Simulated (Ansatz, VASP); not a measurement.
One calculation of Te4Mo3, two programs

```
Te Mo
1.0
     5.18453    2.99329    3.96200
    -5.18453    2.99329    3.96200
     0.00000   -5.98658    3.96200
Te Mo
8 6
Direct
  0.28620 0.28620 0.28620
  0.71380 0.71380 0.71380
  0.88453 0.61731 0.23719
  0.23719 0.88453 0.61731
  0.61731 0.23719 0.88453
  0.11547 0.38269 0.76281
  0.76281 0.11547 0.38269
  0.38269 0.76281 0.11547
  0.95398 0.25102 0.08229
  0.08229 0.95398 0.25102
  0.25102 0.08229 0.95398
  0.04602 0.74898 0.91771
  0.91771 0.04602 0.74898
  0.74898 0.91771 0.04602
```

Alike in both runs: functional r2SCAN; k mesh 4 × 4 × 4; occupations fermi-dirac, width 0.1 eV; no spin polarisation.

Ansatz relaxed the structure, and its values are those at the end. VASP's run is a single point on that final structure, the one shown.

|  | VASP | Ansatz |
| --- | --- | --- |
| version | VASP 6.6.1 | Ansatz 0.2.0 |
| potentials or method | VASP PAW PBE potentials, release 64 (Te, Mo_sv), cutoff 520 eV | PAW plane waves |
| valence electrons in the cell | 132 | 212 |

VASP gave:

| Item | Value |
| --- | --- |
| pressure (GPa) | 0.2 |
| rms of the force components (eV/Å) | 0.022 |

Question: What did Ansatz give for the same quantities?

Answer: Pressure (GPa): 0.0; rms of the force components (eV/Å): 0.003.

VASP's potentials were made for PBE, not for r2SCAN. With one functional, cell and mesh, what is left measures potentials, basis and numerics. VASP's potentials hold 132 valence electrons a cell and Ansatz's 212, so a difference there can come from the potentials and not from the codes.

Spin-orbit coupling is off throughout.
